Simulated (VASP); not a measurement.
# BiB (CsCl type) (Pm-3m) in VASP: further runs

BiB (CsCl type) is run at these levels: PBE; tasks: single point.

Everything below comes from runs of VASP 6.6.1. Logs are shortened: lines on timing, memory, paths and dates and some standing lists are left out, and cuts for length are marked.

## Step 1: The cell of the first run

It takes space group Pm-3m (No. 221, cubic). Conventional cell: a = 2.538 Å, b = 2.538 Å, c = 2.538 Å, α = 90.00°, β = 90.00°, γ = 90.00°. B (site symmetry m-3m) has 8 Bi at 2.20 Å and 6 B at 2.54 Å within 2.9 Å. Bi (site symmetry m-3m) has 8 B at 2.20 Å and 6 Bi at 2.54 Å within 2.9 Å.

## Step 2: Single point, PBE (8.17 Å³/atom)

Contents of POSCAR:

```
BiB
1.0
    2.5377955429      0.0000000000      0.0000000000
    0.0000000000      2.5377955429      0.0000000000
    0.0000000000      0.0000000000      2.5377955429
B Bi
1 1
Direct
    0.0000000000      0.0000000000      0.0000000000
    0.5000000000      0.5000000000      0.5000000000
```

Contents of INCAR.step1:

```
ALGO     = Normal         # electronic algorithm
EDIFF    = 1E-7           # SCF threshold, eV
ENCUT    = 520            # plane-wave cutoff, eV
GGA      = PE             # functional
ISIF     = 2              # what is computed and relaxed
ISMEAR   = -1             # smearing method
LASPH    = True           # aspherical terms in the spheres
LCHARG   = True           # write CHGCAR
LREAL    = False          # projectors in reciprocal space
LWAVE    = False          # write WAVECAR
NBANDS   = 16             # bands
NELM     = 100            # most SCF steps
PREC     = Accurate       # precision mode
SIGMA    = 0.05           # smearing width, eV
```

Contents of KPOINTS.step1:

```
k-points
0
Gamma
  13 13 13
```

Contents of INCAR.step2:

```
ALGO     = Normal         # electronic algorithm
EDIFF    = 1E-7           # SCF threshold, eV
ENCUT    = 520            # plane-wave cutoff, eV
GGA      = PE             # functional
ICHARG   = 11             # starting density
ISIF     = 2              # what is computed and relaxed
ISMEAR   = -5             # smearing method
LASPH    = True           # aspherical terms in the spheres
LCHARG   = False          # write CHGCAR
LORBIT   = 11             # projections on sites
LREAL    = False          # projectors in reciprocal space
LWAVE    = False          # write WAVECAR
NEDOS    = 1001           # points of the DOS
NELM     = 100            # most SCF steps
PREC     = Accurate       # precision mode
SIGMA    = 0.05           # smearing width, eV
```

Contents of KPOINTS.step2:

```
k-points
0
Gamma
  20 20 20
```

Potentials or basis: VASP PAW PBE potentials, release 64 (B, Bi_d).

On the command line:

```console
$ cat potpaw_PBE.64/B/POTCAR potpaw_PBE.64/Bi_d/POTCAR > POTCAR
$ cp INCAR.step1 INCAR
$ cp KPOINTS.step1 KPOINTS
$ mpirun -np 1 vasp_std > vasp.out
$ cp INCAR.step2 INCAR
$ cp KPOINTS.step2 KPOINTS
$ mpirun -np 1 vasp_std > vasp.out
```

OUTCAR:

```text
EDIFF = 1E-7
   ENCUT = 520
   GGA = PE
   ICHARG = 11
   ISIF = 2
   ISMEAR = -5
   LASPH = True
   LORBIT = 11
   LREAL = False
   NELM = 100
   PREC = Accurate

 ion  position               nearest neighbor table
   1  0.000  0.000  0.000-   2 2.20   2 2.20   2 2.20   2 2.20   2 2.20   2 2.20   2 2.20   2 2.20

   2  0.500  0.500  0.500-   1 2.20   1 2.20   1 2.20   1 2.20   1 2.20   1 2.20   1 2.20   1 2.20

  LATTYP: Found a simple cubic cell.
 ALAT       =     2.5377955429

  Lattice vectors:

 A1 = (   2.5377955429,   0.0000000000,   0.0000000000)
 A2 = (   0.0000000000,   2.5377955429,   0.0000000000)
 A3 = (   0.0000000000,   0.0000000000,   2.5377955429)

Analysis of symmetry for initial positions (statically):
=====================================================================
 Subroutine PRICEL returns:
 Original cell was already a primitive cell.

 Routine SETGRP: Setting up the symmetry group for a
 simple cubic supercell.

 Subroutine GETGRP returns: Found 48 space group operations
 (whereof 48 operations were pure point group operations)
 out of a pool of 48 trial point group operations.

The static configuration has the point symmetry O_h .

Analysis of symmetry for dynamics (positions and initial velocities):
=====================================================================
 Subroutine PRICEL returns:
 Original cell was already a primitive cell.

 Routine SETGRP: Setting up the symmetry group for a
 simple cubic supercell.

 Subroutine GETGRP returns: Found 48 space group operations
 (whereof 48 operations were pure point group operations)
 out of a pool of 48 trial point group operations.

The dynamic configuration has the point symmetry O_h .

 Subroutine INISYM returns: Found 48 space group operations
 (whereof 48 operations are pure point group operations),
 and found     1 'primitive' translations

----------------------------------------------------------------------------------------

                                     Primitive cell

  volume of cell :      16.3444

  direct lattice vectors                    reciprocal lattice vectors
     2.537795543  0.000000000  0.000000000     0.394042776  0.000000000  0.000000000
     0.000000000  2.537795543  0.000000000     0.000000000  0.394042776  0.000000000
     0.000000000  0.000000000  2.537795543     0.000000000  0.000000000  0.394042776

  length of vectors
[... 95 lines left out ...]
   NELECT =      18.0000    total number of electrons
   NUPDOWN=      -1.0000    fix difference up-down
   EMIN   =  10.00;   EMAX   =-10.00  energy-range for DOS
   EFERMI =   0.00;   METHOD = LEGACY
   ISMEAR =    -5;   SIGMA  =   0.05  broadening in eV -4-tet -1-fermi 0-gaus
   EFERMI_NEDOS =   21; number of points for ismear=-14 and -15
   IALGO  =     38    algorithm
   IMIX   =      4    mixing-type and parameters
     AMIX     =   0.40;   BMIX     =  1.00
     AMIX_MAG =   1.60;   BMIX_MAG =  1.00
  volume/ion in A,a.u.               =       8.17        55.15
  Fermi-wavevector in a.u.,A,eV,Ry     =   1.690606  3.194782 38.887467  2.858148
  Thomas-Fermi vector in A             =   2.772523
   LORBIT       =     11    0 simple, 1 ext, 2 COOP (PROOUT), +10 PAW based schemes
   GGA     = PE    functional components
   LHFCALC =     F    Hartree Fock is set to
   AEXX    =    0.0000 exact exchange contribution
   IVDW    =     0    specifies the selected vdW correction
   LEPSILON=     F    determine dielectric tensor
   LRPA    =     F    only Hartree local field effects (RPA)
 non-spin polarized calculation
 Fermi weights with tetrahedron method with Bloechl corrections
  energy-cutoff  :      520.00
  volume of cell :       16.34
 maximum number of plane-waves:       466
 NGX is ok and might be reduce to    20

 number of electron      18.0000010 magnetization

 Free energy of the ion-electron system (eV)
  ---------------------------------------------------
  ext. energy  EPLUGINS =         0.00000000
  ---------------------------------------------------
  free energy    TOTEN  =         5.19382159 eV

  energy without entropy =        5.19382159  energy(sigma->0) =        5.19382159

 E-fermi :  22.9440     XC(G=0): -15.3791

 val. band max:       23.1187983921   @ k =   0.4000   0.1000   0.1000
 cond. band min:      22.7092118904   @ k =   0.4500   0.3000   0.3000
 fundamental gap:     -0.4095865017
 Fermi energy:        22.9439724577

 k-point     1 :       0.0000    0.0000    0.0000
  band No.  band energies     occupation
      1      -4.0363      2.00000
      2      -4.0363      2.00000
      3      -1.2449      2.00000
      4      -1.2332      2.00000
      5      -1.2332      2.00000
      6      -1.2332      2.00000
      7      20.0091      2.00000
      8      20.0091      2.00000
      9      20.0091      2.00000
     10      28.4150      0.00000
     11      30.8071      0.00000
     12      30.8071      0.00000
     13      39.7257      0.00000
[... 354 lines left out ...]
  band No.  band energies     occupation
      1      -3.8545      2.00000
      2      -3.4212      2.00000
      3      -1.7295      2.00000
      4      -1.5664      2.00000
      5      -1.2931      2.00000
      6       0.1867      2.00000
      7      16.0861      2.00000
      8      19.9163      2.00000
      9      21.7074      2.00000
     10      29.0199      0.00000
     11      30.9634      0.00000
     12      33.4819      0.00000
     13      35.5332      0.00000

 [... further k-points ...]
[... 5 lines left out ...]
  --------------------------------------------------------------------------------------
  -------------------------------------------------------------------------------------
  Total       40.6993564     40.6993564     40.6993564     -0.0000000      0.0000000     -0.0000000
  in kB     3989.5896959   3989.5896959   3989.5896959     -0.0000000      0.0000000     -0.0000000
  external PRESSURE =    3989.5896959 kB  Pullay stress =       0.0000000 kB

 VOLUME and BASIS-vectors are now :
 -----------------------------------------------------------------------------
  energy-cutoff  :      520.00
  volume of cell :       16.34
      direct lattice vectors                 reciprocal lattice vectors
     2.537795543  0.000000000  0.000000000     0.394042776  0.000000000  0.000000000
     0.000000000  2.537795543  0.000000000     0.000000000  0.394042776  0.000000000
     0.000000000  0.000000000  2.537795543     0.000000000  0.000000000  0.394042776

 POSITION                                       TOTAL-FORCE (eV/Angst)
 -----------------------------------------------------------------------------------
      0.00000      0.00000      0.00000         0.000000      0.000000      0.000000
      1.26890      1.26890      1.26890         0.000000      0.000000      0.000000
 -----------------------------------------------------------------------------------
    total drift:                               -0.000000      0.000000      0.000000

  FREE ENERGIE OF THE ION-ELECTRON SYSTEM (eV)
  ---------------------------------------------------
  free  energy   TOTEN  =         5.1938215941 eV

  energy  without entropy=        5.1938215941  energy(sigma->0) =        5.19382159

 total charge

# of ion       s       p       d       tot
------------------------------------------
    1        0.938   1.465   0.000   2.402
    2        1.578   2.086  10.587  14.251
--------------------------------------------------
tot          2.516   3.551  10.587  16.654
```

OUTCAR.step1:

```text
EDIFF = 1E-7
   ENCUT = 520
   GGA = PE
   ISIF = 2
   ISMEAR = -1
[... 678 lines left out ...]
 -----------------------------------------------------------------------------------
      0.00000      0.00000      0.00000         0.000000      0.000000      0.000000
      1.26890      1.26890      1.26890         0.000000      0.000000      0.000000
 -----------------------------------------------------------------------------------
    total drift:                               -0.000000      0.000000     -0.000000

  FREE ENERGIE OF THE ION-ELECTRON SYSTEM (eV)
  ---------------------------------------------------
  free  energy   TOTEN  =         5.1796672715 eV

  energy  without entropy=        5.1829315387  energy(sigma->0) =        5.18129941
```

OSZICAR.step1:

```text
N       E                     dE             d eps       ncg     rms          rms(c)
DAV:   1     0.133142014729E+03    0.13314E+03   -0.99540E+03  2808   0.178E+03
DAV:   2     0.894508190235E+01   -0.12420E+03   -0.11938E+03  3016   0.370E+02
DAV:   3     0.351351331931E+01   -0.54316E+01   -0.53685E+01  3432   0.741E+01
DAV:   4     0.344284559189E+01   -0.70668E-01   -0.70649E-01  3384   0.830E+00
DAV:   5     0.344103010750E+01   -0.18155E-02   -0.18155E-02  3656   0.129E+00    0.591E+00
DAV:   6     0.491438011281E+01    0.14734E+01   -0.18847E+00  3600   0.241E+01    0.236E+00
DAV:   7     0.514359830307E+01    0.22922E+00   -0.44674E-01  3720   0.693E+00    0.914E-01
DAV:   8     0.517872719316E+01    0.35129E-01   -0.31358E-02  3536   0.233E+00    0.112E-01
DAV:   9     0.517953132745E+01    0.80413E-03   -0.11246E-03  3616   0.702E-01    0.500E-02
DAV:  10     0.517966186423E+01    0.13054E-03   -0.17165E-04  3584   0.228E-01    0.164E-02
DAV:  11     0.517966729593E+01    0.54317E-05   -0.12814E-05  3952   0.595E-02    0.140E-03
DAV:  12     0.517966727150E+01   -0.24431E-07   -0.11273E-07  2816   0.396E-03
   1 F= 0.51796673E+01 E0= 0.51812994E+01  d E =-.326427E-02
```

Run time: 32 s. Hardware: 1 thread of Intel Xeon Platinum 8375C at 2.90GHz (Ice Lake), shared host; peak memory 0.19 GiB.

What came out:

```
Valence electrons inside the program's atomic spheres : B 2.40; Bi 14.25
```

Caveat: the highest band is partly filled, so the run has too few bands; spin-orbit coupling is left out, which moves the levels of the heavy elements.

## Step 3: Single point, PBE (11.02 Å³/atom)

This run uses another cell than the first one, of 11.02 Å³/atom.

Contents of POSCAR:

```
BiB
1.0
    2.8039901022      0.0000000000      0.0000000000
    0.0000000000      2.8039901022      0.0000000000
    0.0000000000      0.0000000000      2.8039901022
B Bi
1 1
Direct
    0.0000000000      0.0000000000      0.0000000000
    0.5000000000      0.5000000000      0.5000000000
```

Contents of INCAR.step1:

```
SYSTEM = BiB
PREC = Accurate
ENCUT = 520
EDIFF = 1E-7
ISMEAR = -1
SIGMA = 0.05
LREAL = .FALSE.
LASPH = .TRUE.
NELM = 60
ALGO = Normal
ISIF = 2
LWAVE = .FALSE.
LCHARG = .TRUE.
GGA = PE
NBANDS = 16
```

Contents of KPOINTS.step1:

```
regular mesh
0
G
  13 13 13
  0 0 0
```

Contents of INCAR.step2:

```
SYSTEM = BiB
PREC = Accurate
ENCUT = 520
EDIFF = 1E-7
ISMEAR = -5
SIGMA = 0.05
LREAL = .FALSE.
LASPH = .TRUE.
NELM = 60
ALGO = Normal
ISIF = 2
LWAVE = .FALSE.
LCHARG = .FALSE.
GGA = PE
LORBIT = 10
NBANDS = 16
NEDOS = 2001
ICHARG = 11
```

Contents of KPOINTS.step2:

```
regular mesh
0
G
  20 20 20
  0 0 0
```

Potentials or basis: VASP PAW PBE potentials, release 64 (B, Bi_d).

On the command line:

```console
$ cat potpaw_PBE.64/B/POTCAR potpaw_PBE.64/Bi_d/POTCAR > POTCAR
$ cp INCAR.step1 INCAR
$ cp KPOINTS.step1 KPOINTS
$ mpirun -np 1 vasp_std > vasp.out
$ cp INCAR.step2 INCAR
$ cp KPOINTS.step2 KPOINTS
$ mpirun -np 1 vasp_std > vasp.out
```

Wall time 42 s (1 thread of Intel Xeon Platinum 8375C at 2.90GHz (Ice Lake), shared host); peak memory 0.22 GiB.

It converged, with:

```
Valence electrons inside the program's atomic spheres : B 1.92; Bi 13.41
```

Levels at points of the mesh, in eV from the Fermi level:
| k point | band 6 | band 7 | band 8 | band 9 | band 10 | band 11 | band 12 | band 13 |
| --- | --- | --- | --- | --- | --- | --- | --- | --- |
| (0.00, 0.00, 0.00) | -19.66 | -1.80 | -1.80 | -1.80 | 1.78 | 6.76 | 6.76 | 14.28 |
| (0.50, 0.00, 0.00) | -15.04 | -12.79 | 2.60 | 2.60 | 5.11 | 5.40 | 5.66 | 5.66 |
| (0.50, 0.50, 0.00) | -10.14 | -9.13 | -9.13 | -5.79 | 2.50 | 7.27 | 7.27 | 11.34 |
| (0.50, 0.50, 0.50) | -5.49 | -4.24 | -3.80 | -3.80 | -3.80 | -2.43 | -2.43 | -2.43 |

Caveat: spin-orbit coupling is left out, which moves the levels of the heavy elements; tetrahedron occupations give inexact forces and stress in metals.

## Step 4: Single point, PBE (14.82 Å³/atom)

This run uses another cell than the first one, of 14.82 Å³/atom.

Contents of POSCAR:

```
BiB
1.0
    3.0950334423      0.0000000000      0.0000000000
    0.0000000000      3.0950334423      0.0000000000
    0.0000000000      0.0000000000      3.0950334423
B Bi
1 1
Direct
    0.0000000000      0.0000000000      0.0000000000
    0.5000000000      0.5000000000      0.5000000000
```

Contents of INCAR.step1:

```
PREC = Accurate
ENCUT = 520
EDIFF = 1E-7
ISMEAR = -1
SIGMA = 0.05
LREAL = False
LASPH = True
NELM = 60
ALGO = Normal
ISIF = 2
LWAVE = False
LCHARG = True
GGA = PE
NBANDS = 16
```

Contents of KPOINTS.step1:

```
Automatic mesh
0
Gamma
  13 13 13
```

Contents of INCAR.step2:

```
PREC = Accurate
ENCUT = 520
EDIFF = 1E-7
ISMEAR = -5
SIGMA = 0.05
LREAL = False
LASPH = True
NELM = 60
ALGO = Normal
ISIF = 2
LWAVE = False
LCHARG = False
GGA = PE
LORBIT = 11
NBANDS = 16
NEDOS = 1001
ICHARG = 11
```

Contents of KPOINTS.step2:

```
Automatic mesh
0
Gamma
  20 20 20
```

Potentials or basis: VASP PAW PBE potentials, release 64 (B, Bi_d).

On the command line:

```console
$ cat potpaw_PBE.64/B/POTCAR potpaw_PBE.64/Bi_d/POTCAR > POTCAR
$ cp INCAR.step1 INCAR
$ cp KPOINTS.step1 KPOINTS
$ mpirun -np 1 vasp_std > vasp.out
$ cp INCAR.step2 INCAR
$ cp KPOINTS.step2 KPOINTS
$ mpirun -np 1 vasp_std > vasp.out
```

OUTCAR:

```text
PREC = Accurate
   ENCUT = 520
   EDIFF = 1E-7
   ISMEAR = -5
   LREAL = False
   LASPH = True
   NELM = 60
   ISIF = 2
   GGA = PE
   LORBIT = 11
   ICHARG = 11

 ion  position               nearest neighbor table
   1  0.000  0.000  0.000-   2 2.68   2 2.68   2 2.68   2 2.68   2 2.68   2 2.68   2 2.68   2 2.68

   2  0.500  0.500  0.500-   1 2.68   1 2.68   1 2.68   1 2.68   1 2.68   1 2.68   1 2.68   1 2.68

  LATTYP: Found a simple cubic cell.
 ALAT       =     3.0950334423

  Lattice vectors:

 A1 = (   3.0950334423,   0.0000000000,   0.0000000000)
 A2 = (   0.0000000000,   3.0950334423,   0.0000000000)
 A3 = (   0.0000000000,   0.0000000000,   3.0950334423)

Analysis of symmetry for initial positions (statically):
=====================================================================
 Subroutine PRICEL returns:
 Original cell was already a primitive cell.

 Routine SETGRP: Setting up the symmetry group for a
 simple cubic supercell.

[... 165 lines left out ...]

  energy without entropy =       -6.78688839  energy(sigma->0) =       -6.78688839

 E-fermi :  11.2096     XC(G=0): -12.0741

 val. band max:       11.4306845608   @ k =   0.3000   0.3000   0.1000
 cond. band min:      11.0263605033   @ k =   0.5000   0.2500   0.2500
 fundamental gap:     -0.4043240575
 Fermi energy:        11.2095901226

 k-point     1 :       0.0000    0.0000    0.0000
  band No.  band energies     occupation
      1     -12.3826      2.00000
      2     -12.3826      2.00000
      3     -11.8322      2.00000
      4     -11.8322      2.00000
      5     -11.8322      2.00000
      6      -4.9767      2.00000
[... 433 lines left out ...]
      3     -11.9047      2.00000
      4     -11.8852      2.00000
      5     -11.8419      2.00000
      6      -4.1740      2.00000
[... 8 lines left out ...]
     15      22.1754      0.00000
     16      24.9968      0.00000

 [... further k-points ...]
[... 5 lines left out ...]
  --------------------------------------------------------------------------------------
  -------------------------------------------------------------------------------------
  Total        5.6687526      5.6687526      5.6687526     -0.0000000      0.0000000      0.0000000
  in kB      306.3388273    306.3388273    306.3388273     -0.0000000      0.0000000      0.0000000
  external PRESSURE =     306.3388273 kB  Pullay stress =       0.0000000 kB

 VOLUME and BASIS-vectors are now :
 -----------------------------------------------------------------------------
  energy-cutoff  :      520.00
  volume of cell :       29.65
      direct lattice vectors                 reciprocal lattice vectors
     3.095033442  0.000000000  0.000000000     0.323098286  0.000000000  0.000000000
     0.000000000  3.095033442  0.000000000     0.000000000  0.323098286  0.000000000
     0.000000000  0.000000000  3.095033442     0.000000000  0.000000000  0.323098286

 POSITION                                       TOTAL-FORCE (eV/Angst)
 -----------------------------------------------------------------------------------
      0.00000      0.00000      0.00000         0.000000      0.000000      0.000000
      1.54752      1.54752      1.54752         0.000000      0.000000      0.000000
 -----------------------------------------------------------------------------------
    total drift:                                0.000000     -0.000000     -0.000000

  FREE ENERGIE OF THE ION-ELECTRON SYSTEM (eV)
  ---------------------------------------------------
  free  energy   TOTEN  =        -6.7868883871 eV

  energy  without entropy=       -6.7868883871  energy(sigma->0) =       -6.78688839

 total charge

# of ion       s       p       d       tot
------------------------------------------
    1        0.817   0.806   0.000   1.623
    2        1.557   1.343  10.037  12.937
--------------------------------------------------
tot          2.373   2.149  10.037  14.560
```

Run time: 46 s. Hardware: 1 thread of Intel Xeon Platinum 8375C at 2.90GHz (Ice Lake), shared host; peak memory 0.24 GiB.

What came out:

```yaml
Valence_electrons_inside_the_program's_atomic_spheres: B 1.62; Bi 12.94
```

Caveat: spin-orbit coupling is left out, which moves the levels of the heavy elements; tetrahedron occupations give inexact forces and stress in metals.
